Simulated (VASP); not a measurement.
# K (Fm-3m) in VASP: notebook

K is run at these levels: r2SCAN+D4, r2SCAN+rVV10, r2SCAN, r2SCAN+D3(BJ); tasks: single point, relaxation of cell and atoms.

Program: VASP 6.6.1. These are calculated values, not measurements. Logs are shortened: lines on timing, memory, paths and dates and some standing lists are left out, and cuts for length are marked.

## (1) The cell of the first run

The structure is cubic, space group Fm-3m (No. 225). The conventional cell has a = 6.709 Å, b = 6.709 Å, c = 6.709 Å, α = 90.00°, β = 90.00°, γ = 90.00°.

This isn't the form of K at room conditions, which is bcc.

## (2) Single point, r2SCAN+D4

File POSCAR:

```
K
1.0
    0.0000000000      3.3542965715      3.3542965715
    3.3542965715      0.0000000000      3.3542965715
    3.3542965715      3.3542965715      0.0000000000
K
1
Direct
    0.0000000000      0.0000000000      0.0000000000
```

File INCAR.step1:

```
SYSTEM = K
PREC = Accurate ; ENCUT = 520
ISMEAR = -1 ; SIGMA = 0.05
LREAL = .False. ; LASPH = .True.
NELM = 100 ; NBANDS = 10
GGA = PE ; ALGO = Normal
EDIFF = 1E-4 ; LWAVE = .True.
LCHARG = .False.
```

File INCAR.step2:

```
SYSTEM = K
PREC = Accurate ; ENCUT = 520
EDIFF = 1E-6 ; ISMEAR = -1
SIGMA = 0.05 ; LREAL = .False.
LASPH = .True. ; NELM = 100
ALGO = Normal ; ISIF = 2
LWAVE = .False. ; LCHARG = .False.
METAGGA = R2SCAN ; LMIXTAU = .True.
IVDW = 13 ; VDW_S6 = 1.0
VDW_S8 = 0.6018749 ; VDW_A1 = 0.51559235
VDW_A2 = 5.77342911 ; NBANDS = 10
ISTART = 1
```

File KPOINTS:

```
Automatic mesh
0
Gamma
  7 7 7
  0 0 0
```

Potentials or basis: VASP PAW PBE potentials, release 64 (K_sv).

Run with:

```
$ cat potpaw_PBE.64/K_sv/POTCAR > POTCAR
$ cp INCAR.step1 INCAR
$ mpirun -np 1 vasp_std > vasp.out
$ cp INCAR.step2 INCAR
$ mpirun -np 1 vasp_std > vasp.out
```

OUTCAR:

```text
SYSTEM = K
   PREC = Accurate
   ENCUT = 520
   EDIFF = 1E-6
   ISMEAR = -1
   LREAL = .False.
   LASPH = .True.
   NELM = 100
   ISIF = 2
   METAGGA = R2SCAN
   IVDW = 13
   ISTART = 1

 ion  position               nearest neighbor table
   1  0.000  0.000  0.000-

  LATTYP: Found a face centered cubic cell.
 ALAT       =     6.7085931430

  Lattice vectors:

 A1 = (   0.0000000000,   3.3542965715,   3.3542965715)
 A2 = (   3.3542965715,   0.0000000000,   3.3542965715)
 A3 = (   3.3542965715,   3.3542965715,   0.0000000000)

Analysis of symmetry for initial positions (statically):
=====================================================================
 Subroutine PRICEL returns:
 Original cell was already a primitive cell.

 Routine SETGRP: Setting up the symmetry group for a
 face centered cubic supercell.

 Subroutine GETGRP returns: Found 48 space group operations
 (whereof 48 operations were pure point group operations)
 out of a pool of 48 trial point group operations.

The static configuration has the point symmetry O_h .

Analysis of symmetry for dynamics (positions and initial velocities):
=====================================================================
 Subroutine PRICEL returns:
 Original cell was already a primitive cell.

 Routine SETGRP: Setting up the symmetry group for a
 face centered cubic supercell.

 Subroutine GETGRP returns: Found 48 space group operations
 (whereof 48 operations were pure point group operations)
 out of a pool of 48 trial point group operations.

The dynamic configuration has the point symmetry O_h .

 Subroutine INISYM returns: Found 48 space group operations
 (whereof 48 operations are pure point group operations),
 and found     1 'primitive' translations

----------------------------------------------------------------------------------------

                                     Primitive cell

  volume of cell :      75.4804

  direct lattice vectors                    reciprocal lattice vectors
     0.000000000  3.354296571  3.354296571    -0.149062550  0.149062550  0.149062550
     3.354296571  0.000000000  3.354296571     0.149062550 -0.149062550  0.149062550
     3.354296571  3.354296571  0.000000000     0.149062550  0.149062550 -0.149062550

  length of vectors
     4.743691704  4.743691704  4.743691704     0.258183910  0.258183910  0.258183910

  position of ions in fractional coordinates (direct lattice)
     0.000000000  0.000000000  0.000000000

  ion indices of the primitive-cell ions
   primitive index   ion index
                 1           1

----------------------------------------------------------------------------------------

 KPOINTS: Automatic mesh

Automatic generation of k-mesh.
 Grid dimensions read from file:
 generate k-points for:    7    7    7

 Generating k-lattice:

  Cartesian coordinates                     Fractional coordinates (reciprocal lattice)
    -0.021294650  0.021294650  0.021294650     0.142857143  0.000000000  0.000000000
     0.021294650 -0.021294650  0.021294650     0.000000000  0.142857143  0.000000000
     0.021294650  0.021294650 -0.021294650     0.000000000  0.000000000  0.142857143

  Length of vectors
     0.036883416  0.036883416  0.036883416

  Shift w.r.t. Gamma in fractional coordinates (k-lattice)
     0.000000000  0.000000000  0.000000000

 Subroutine IBZKPT returns following result:
 ===========================================

 Found     20 irreducible k-points:

 Following reciprocal coordinates:
            Coordinates               Weight
  0.000000  0.000000  0.000000      1.000000
  0.142857  0.000000  0.000000      8.000000
  0.285714  0.000000  0.000000      8.000000
  0.428571  0.000000  0.000000      8.000000
  0.142857  0.142857  0.000000      6.000000
  0.285714  0.142857  0.000000     24.000000
[... 12 lines left out ...]
 -0.428571  0.428571  0.142857     24.000000
 -0.285714  0.428571  0.142857     24.000000
   k-points           NKPTS =     20   k-points in BZ     NKDIM =     20   number of bands    NBANDS=     10
   number of dos      NEDOS =    301   number of ions     NIONS =      1
   total plane-waves  NPLWV =  46656
   dimension x,y,z NGX =    36 NGY =   36 NGZ =   36
   dimension x,y,z NGXF=    72 NGYF=   72 NGZF=   72
   ions per type =               1
   NGX,Y,Z   is equivalent  to a cutoff of  12.62, 12.62, 12.62 a.u.
   NGXF,Y,Z  is equivalent  to a cutoff of  25.23, 25.23, 25.23 a.u.
 SYSTEM =  K
   PREC   = accura    normal or accurate (medium, high low for compatibility)
   ISTART =      1    job   : 0-new  1-cont  2-samecut
   ICHARG =      0    charge: 1-file 2-atom 10-const
   ISPIN  =      1    spin polarized calculation?
   LNONCOLLINEAR =      F non collinear calculations
   LSORBIT =      F    spin-orbit coupling
   LASPH  =      T    aspherical Exc in radial PAW
   ENCUT  =  520.0 eV  38.22 Ry    6.18 a.u.   8.82  8.82  8.82*2*pi/ulx,y,z
   NELM   =    100;   NELMIN=  2; NELMDL=  0     # of ELM steps
   EDIFF  = 0.1E-05   stopping-criterion for ELM
   LREAL  =      F    real-space projection
   EDIFFG = 0.1E-04   stopping-criterion for IOM
   NSW    =      0    number of steps for IOM
   IBRION =     -1    ionic relax: 0-MD 1-quasi-New 2-CG
   NFREE  =      0    steps in history (QN), initial steepest desc. (CG)
   ISIF   =      2    stress and relaxation
   ISYM   =      2    0-nonsym 1-usesym 2-fastsym
   POTIM  = 0.5000    time-step for ionic-motion
   TEBEG  =    0.0;   TEEND  =   0.0 temperature during run
   PSTRESS=    0.0 pullay stress
   NELECT =       9.0000    total number of electrons
   NUPDOWN=      -1.0000    fix difference up-down
   EMIN   =  10.00;   EMAX   =-10.00  energy-range for DOS
   EFERMI =   0.00;   METHOD = LEGACY
   ISMEAR =    -1;   SIGMA  =   0.05  broadening in eV -4-tet -1-fermi 0-gaus
   EFERMI_NEDOS =   21; number of points for ismear=-14 and -15
   IALGO  =     38    algorithm
   IMIX   =      4    mixing-type and parameters
     AMIX     =   0.40;   BMIX     =  1.00
     AMIX_MAG =   1.60;   BMIX_MAG =  1.00
  volume/ion in A,a.u.               =      75.48       509.37
  Fermi-wavevector in a.u.,A,eV,Ry     =   0.805770  1.522684  8.833782  0.649265
  Thomas-Fermi vector in A             =   1.914077
   LORBIT       =      0    0 simple, 1 ext, 2 COOP (PROOUT), +10 PAW based schemes
   METAGGA = R2SCAN    functional components
   LHFCALC =     F    Hartree Fock is set to
   AEXX    =    0.0000 exact exchange contribution
   IVDW    =    13    specifies the selected vdW correction
   LEPSILON=     F    determine dielectric tensor
   LRPA    =     F    only Hartree local field effects (RPA)
 non-spin polarized calculation
  energy-cutoff  :      520.00
  volume of cell :       75.48
 maximum number of plane-waves:      2085
   NGX = 17   NGY = 17   NGZ = 17

 number of electron       8.9999999 magnetization

 Free energy of the ion-electron system (eV)
  ---------------------------------------------------
  ext. energy  EPLUGINS =         0.00000000
  ---------------------------------------------------
  free energy    TOTEN  =        -6.02289286 eV

  energy without entropy =       -6.02038933  energy(sigma->0) =       -6.02164110

 E-fermi :  -0.0460     XC(G=0):  -5.8453

 val. band max:       -0.3168984461   @ k =   0.4286   0.0000   0.0000
 cond. band min:       0.0239705610   @ k =  -0.2857   0.2857   0.0000
 fundamental gap:      0.3408690072
 Fermi energy:        -0.0459598955

 k-point     1 :       0.0000    0.0000    0.0000
  band No.  band energies     occupation
      1     -33.7889      2.00000
      2     -16.4624      2.00000
      3     -16.4624      2.00000
      4     -16.4624      2.00000
      5      -2.3921      2.00000
      6       4.5088      0.00000
      7       4.5088      0.00000
      8       4.5088      0.00000
      9       5.8395      0.00000
     10       5.8395      0.00000

 k-point     2 :       0.1429    0.0000    0.0000
  band No.  band energies     occupation
      1     -33.7882      2.00000
      2     -16.4743      2.00000
      3     -16.4640      2.00000
      4     -16.4639      2.00000
      5      -2.1429      2.00000
      6       3.8191      0.00000
      7       4.5838      0.00000
      8       4.5838      0.00000
      9       5.6537      0.00000
     10       5.6538      0.00000

 k-point     3 :       0.2857    0.0000    0.0000
  band No.  band energies     occupation
      1     -33.7868      2.00000
      2     -16.5009      2.00000
      3     -16.4676      2.00000
      4     -16.4675      2.00000
      5      -1.4237      2.00000
      6       2.4978      0.00000
      7       4.5049      0.00000
      8       4.5050      0.00000
      9       5.7939      0.00000
     10       5.7940      0.00000

 k-point     4 :       0.4286    0.0000    0.0000
  band No.  band energies     occupation
      1     -33.7856      2.00000
      2     -16.5221      2.00000
      3     -16.4705      2.00000
      4     -16.4705      2.00000
      5      -0.3169      1.99117
      6       1.0477      0.00000
      7       4.2960      0.00000
      8       4.2961      0.00000
      9       6.4560      0.00000
     10       6.4961      0.00000

 k-point     5 :       0.1429    0.1429    0.0000
  band No.  band energies     occupation
      1     -33.7880      2.00000
      2     -16.4739      2.00000
      3     -16.4666      2.00000
      4     -16.4666      2.00000
      5      -2.0608      2.00000
      6       3.8651      0.00000
      7       4.5373      0.00000
      8       4.5373      0.00000
      9       5.0306      0.00000
     10       5.9710      0.00000

 k-point     6 :       0.2857    0.1429    0.0000
  band No.  band energies     occupation
      1     -33.7868      2.00000
      2     -16.4935      2.00000
      3     -16.4709      2.00000
      4     -16.4702      2.00000
      5      -1.5010      2.00000
      6       2.9791      0.00000
      7       4.1270      0.00000
      8       4.5469      0.00000
      9       5.0628      0.00000
     10       6.1169      0.00000
[... 131 lines left out ...]
 k-point    17 :       0.4286    0.2857    0.1429
  band No.  band energies     occupation
      1     -33.7857      2.00000
      2     -16.5047      2.00000
      3     -16.4821      2.00000
      4     -16.4729      2.00000
      5      -0.8178      2.00000
      6       2.5404      0.00000
      7       3.1501      0.00000
      8       4.5680      0.00000
      9       5.2232      0.00000
     10       6.5110      0.00000

 k-point    18 :      -0.4286    0.2857    0.1429
  band No.  band energies     occupation
      1     -33.7848      2.00000
      2     -16.5129      2.00000
      3     -16.4898      2.00000
      4     -16.4769      2.00000
      5       0.2225      0.00928
      6       1.4973      0.00000
      7       2.7864      0.00000
      8       4.2350      0.00000
      9       5.6525      0.00000
     10       6.2988      0.00000

 k-point    19 :      -0.4286    0.4286    0.1429
  band No.  band energies     occupation
      1     -33.7844      2.00000
      2     -16.5136      2.00000
      3     -16.4907      2.00000
      4     -16.4836      2.00000
      5       0.5306      0.00002
      6       1.9823      0.00000
      7       2.1400      0.00000
      8       3.9939      0.00000
      9       5.6069      0.00000
     10       6.3974      0.00000

 k-point    20 :      -0.2857    0.4286    0.1429
  band No.  band energies     occupation
      1     -33.7843      2.00000
      2     -16.5058      2.00000
      3     -16.5020      2.00000
      4     -16.4826      2.00000
      5       1.1170      0.00000
      6       1.6261      0.00000
      7       1.8173      0.00000
      8       3.7119      0.00000
      9       5.7976      0.00000
     10       6.3668      0.00000

------------------------ aborting loop because EDIFF is reached ----------------------------------------

  DFT-D4 for vdW energy calculation

  Edisp (eV):   -0.02030

  FORCE on cell =-STRESS in cart. coord.  units (eV):
  Direction    XX          YY          ZZ          XY          YZ          ZX
  --------------------------------------------------------------------------------------
  -------------------------------------------------------------------------------------
  Total      -0.00802    -0.00802    -0.00802     0.00000     0.00000    -0.00000
  in kB      -0.17017    -0.17017    -0.17017     0.00000     0.00000    -0.00000
  external pressure =       -0.17 kB  Pullay stress =        0.00 kB

 VOLUME and BASIS-vectors are now :
 -----------------------------------------------------------------------------
  energy-cutoff  :      520.00
  volume of cell :       75.48
      direct lattice vectors                 reciprocal lattice vectors
     0.000000000  3.354296571  3.354296571    -0.149062550  0.149062550  0.149062550
     3.354296571  0.000000000  3.354296571     0.149062550 -0.149062550  0.149062550
     3.354296571  3.354296571  0.000000000     0.149062550  0.149062550 -0.149062550

 POSITION                                       TOTAL-FORCE (eV/Angst)
 -----------------------------------------------------------------------------------
      0.00000      0.00000      0.00000         0.000000     -0.000000      0.000000
 -----------------------------------------------------------------------------------
    total drift:                               -0.000000      0.000000      0.000000

  FREE ENERGIE OF THE ION-ELECTRON SYSTEM (eV)
  ---------------------------------------------------
  free  energy   TOTEN  =        -6.0431934239 eV

  energy  without entropy=       -6.0406898944  energy(sigma->0) =       -6.04194166
```

It took 26 s on 1 thread of Intel Xeon 6975P-C (Granite Rapids), shared host; peak memory 0.21 GiB.

What came out:

```yaml
Free_energy: -6.0432 eV
Pressure: 0.0 GPa
Band_gap_on_the_k_mesh: zero (an odd number of electrons rules out a gap without spin polarisation)
Dispersion_energy_per_atom: -0.020 eV
```

Caveat: the PAW data sets were made with another functional, which shifts forces and pressure a little.

## (3) Single point, r2SCAN+rVV10

This run uses another cell than the first one, of 74.54 Å³/atom.

File POSCAR:

```
K
1.0
    0.0000000000      3.3403731915      3.3403731915
    3.3403731915      0.0000000000      3.3403731915
    3.3403731915      3.3403731915      0.0000000000
K
1
Direct
    0.0000000000      0.0000000000      0.0000000000
```

File INCAR.step1:

```
ALGO = Normal ; EDIFF = 1E-4
ENCUT = 520 ; GGA = PE
ISMEAR = -1 ; LASPH = T
LCHARG = F ; LREAL = F
LWAVE = T ; NBANDS = 10
NELM = 80 ; PREC = Accurate
SIGMA = 0.05
```

File INCAR.step2:

```
ALGO = Normal ; BPARAM = 11.95
CPARAM = 0.0093 ; EDIFF = 1E-6
ENCUT = 520 ; ISIF = 2
ISMEAR = -1 ; ISTART = 1
IVDW_NL = 2 ; LASPH = T
LCHARG = T ; LELF = T
LMIXTAU = T ; LREAL = F
LUSE_VDW = T ; LVHAR = T
LWAVE = F ; METAGGA = R2SCAN
NBANDS = 10 ; NELM = 80
PREC = Accurate ; SIGMA = 0.05
```

File KPOINTS:

```
k-points
0
Gamma
  7 7 7
```

Potentials or basis: VASP PAW PBE potentials, release 64 (K_sv).

Run with:

```
$ cat potpaw_PBE.64/K_sv/POTCAR > POTCAR
$ cp INCAR.step1 INCAR
$ mpirun -np 1 vasp_std > vasp.out
$ cp INCAR.step2 INCAR
$ mpirun -np 1 vasp_std > vasp.out
```

Run time: 63 s. Hardware: 1 thread of Intel Xeon 6975P-C (Granite Rapids), shared host; peak memory 0.38 GiB.

The run converged. Its results:

| Quantity | Value |
| --- | --- |
| Free energy | -5.7171 eV |
| Pressure | 0.0 GPa |
| Band gap on the k mesh | zero (an odd number of electrons rules out a gap without spin polarisation) |

Levels at points of the mesh, in eV from the Fermi level:
```
           k point  band 1  band 2  band 3  band 4  band 5  band 6  band 7  band 8  band 9  band 10
(0.00, 0.00, 0.00)  -33.68  -16.36  -16.36  -16.36   -2.37    4.58    4.58    4.58    5.93     5.93
```

Caveat: the PAW data sets were made with another functional, which shifts forces and pressure a little.

(Continued in part 2 of 2.)
